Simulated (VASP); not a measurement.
A run of VASP 6.6.1 is set up as follows.

POSCAR

```
AlN
1.0
    0.0000000000      2.1984575146      2.1984575146
    2.1984575146      0.0000000000      2.1984575146
    2.1984575146      2.1984575146      0.0000000000
Al N
1 1
Direct
    0.0000000000      0.0000000000      0.0000000000
    0.2500000000      0.2500000000      0.2500000000
```

The input INCAR.step1:

```
  ALGO = Normal
  EDIFF = 1E-5
  ENCUT = 520
  GGA = PE
  ISIF = 2
  ISMEAR = -1
  LASPH = True
  LREAL = False
  LWAVE = True
  NBANDS = 11
  NELM = 80
  PREC = Accurate
  SIGMA = 0.05
```

File INCAR.step2:

```
  AEXX = 0.25
  ALGO = Normal
  EDIFF = 1E-7
  ENCUT = 520
  GGA = PS
  ISIF = 2
  ISMEAR = -1
  ISTART = 1
  LASPH = True
  LCHARG = True
  LELF = True
  LHFCALC = True
  LREAL = False
  LVHAR = True
  LWAVE = False
  NBANDS = 11
  NELM = 80
  PREC = Accurate
  PRECFOCK = Normal
  SIGMA = 0.05
```

KPOINTS

```
k-points
0
Gamma
  5 5 5
```

Potentials or basis: VASP PAW PBE potentials, release 64 (Al, N).

Command:

```bash
$ cat potpaw_PBE.64/Al/POTCAR potpaw_PBE.64/N/POTCAR > POTCAR
$ cp INCAR.step1 INCAR
$ mpirun -np 1 vasp_std > vasp.out
$ cp INCAR.step2 INCAR
$ mpirun -np 1 vasp_std > vasp.out
```

(1) What does it give for the band gap on the k mesh?

(2) Predict the pressure.

Results:

(1) 5.81 eV (least direct gap 6.08 eV).

(2) -6.8 GPa.

Caveat: the k points lie up to 0.50 Å⁻¹ apart; the PAW data sets were made with another functional, which shifts forces and pressure a little; an odd mesh through Γ misses points on the zone boundary, where band edges can lie.
